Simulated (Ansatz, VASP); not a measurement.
**Y in VASP and in Ansatz**

```xyz
5
Lattice="4.2971 2.4810 3.0050 -4.2971 2.4810 3.0050 0.0000 -4.9619 3.0050" Properties=species:S:1:pos:R:3 pbc="T T T"
Y     0.0000    0.0000    2.8868
Y     0.0000    0.0000    6.1281
Y    -3.3304    0.8065    3.0050
Y     0.9667   -3.2875    3.0050
Y     2.3637    2.4810    3.0050
```

Alike in both runs: functional PBE; k mesh 9 × 9 × 9; occupations gaussian, width 0.1 eV; no spin polarisation.

Ansatz relaxed the structure, and its values are those at the end. VASP's run is a single point on that final structure, the one shown.

|  | VASP | Ansatz |
| --- | --- | --- |
| version | VASP 6.6.1 | Ansatz 0.2.0 |
| potentials or method | VASP PAW PBE potentials, release 64 (Y_sv), cutoff 520 eV | scalar-relativistic, plane waves, PAW |
| valence electrons in the cell | 55 | 55 |

Ansatz gave:

| Item | Value |
| --- | --- |
| gap on the k mesh at the Fermi level (eV) | none |
| pressure (GPa) | 0.0 |
| rms of the force components (eV/Å) | 0.001 |

Which values does VASP return?

gap on the k mesh at the Fermi level (eV): none; pressure (GPa): -0.1; rms of the force components (eV/Å): 0.003.

A gap of «none» marks a metal or a gap that the smearing closes.
